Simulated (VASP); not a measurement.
Crystal: Pb.

```
Pb
1.0
    -1.97966    1.97966    1.97966
     1.97966   -1.97966    1.97966
     1.97966    1.97966   -1.97966
Pb
1
Cartesian
  0.0000 0.0000 0.0000
```

This isn't the form of Pb at room conditions, which is fcc.

```yaml
Program: VASP 6.6.1
Task: relaxation of cell and atoms
Functional: RPBE
Dispersion: D3(BJ)
Potentials_or_basis: VASP PAW PBE potentials, release 64 (Pb_d)
Cutoff: 600 eV
k_mesh: 9 × 9 × 9
Occupations: fermi-dirac, width 0.05 eV
Spin: no spin polarisation
```

At the start: pressure -17.2 GPa; volume 31.03 Å³/atom.

Problem. How do energy, volume and symmetry change on relaxing?

Solution. Over 7 steps the energy falls by 633.7 meV/atom and the volume is 22.60 Å³/atom (-27.2 %); space group Im-3m (No. 229, to 0.1 Å) before and after.

Step by step:
| step | energy change (eV) | largest force (eV/Å) | pressure (GPa) | volume (Å³) |
| --- | --- | --- | --- | --- |
| 1 | 0.0000 | 0.0000 | -17.23 | 31.03 |
| 2 | -0.1767 | 0.0000 | 41.82 | 18.33 |
| 3 | -0.6328 | 0.0000 | -1.18 | 22.84 |
| 4 | -0.6337 | 0.0000 | -0.34 | 22.67 |
| 5 | -0.6336 | 0.0000 | 0.46 | 22.52 |
| 6 | -0.6335 | 0.0000 | -0.59 | 22.72 |
| 7 | -0.6337 | 0.0000 | 0.01 | 22.60 |

Final structure:
```cif
data_structure
_symmetry_space_group_name_H-M 'P 1'
_symmetry_Int_Tables_number 1
_cell_length_a 3.0851
_cell_length_b 3.0851
_cell_length_c 3.0851
_cell_angle_alpha 109.471
_cell_angle_beta 109.471
_cell_angle_gamma 109.471
_cell_volume 22.60
loop_
_atom_site_label
_atom_site_type_symbol
_atom_site_fract_x
_atom_site_fract_y
_atom_site_fract_z
_atom_site_occupancy
Pb1 Pb 0.00000 0.00000 0.00000 1
```

Caveat: the volume moved by over 15 % at a fixed basis, so the end points are rough; the PAW data sets were made with another functional, which shifts forces and pressure a little.
